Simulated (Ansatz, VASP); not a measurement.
## HgTe in VASP and in Ansatz

```
Hg Te
1.0
     0.00000    3.28920    3.28920
     3.28920    0.00000    3.28920
     3.28920    3.28920    0.00000
Hg Te
1 1
Cartesian
  0.0000 0.0000 0.0000
  1.6446 1.6446 1.6446
```

Alike in both runs: task single point; functional PBE; k mesh 4 × 4 × 4; occupations fermi-dirac, width 0.02 eV; no spin polarisation.

|  | VASP | Ansatz |
| --- | --- | --- |
| version | VASP 6.6.1 | Ansatz 0.2.0 |
| potentials or method | VASP PAW PBE potentials, release 64 (Hg, Te) | plane waves |
| plane-wave cutoff (eV) | 520 | 420 |
| valence electrons in the cell | 18 | 36 |

VASP gave:

```
pressure (GPa) : 1.7
```

Problem. Which values does Ansatz return?

Solution. Pressure (GPa): 1.6.

VASP's potentials hold 18 valence electrons a cell and Ansatz's 36, so a difference there can come from the potentials and not from the codes.

The k mesh is coarse, so the values compare programs but aren't converged. Neither program's run includes spin-orbit coupling.
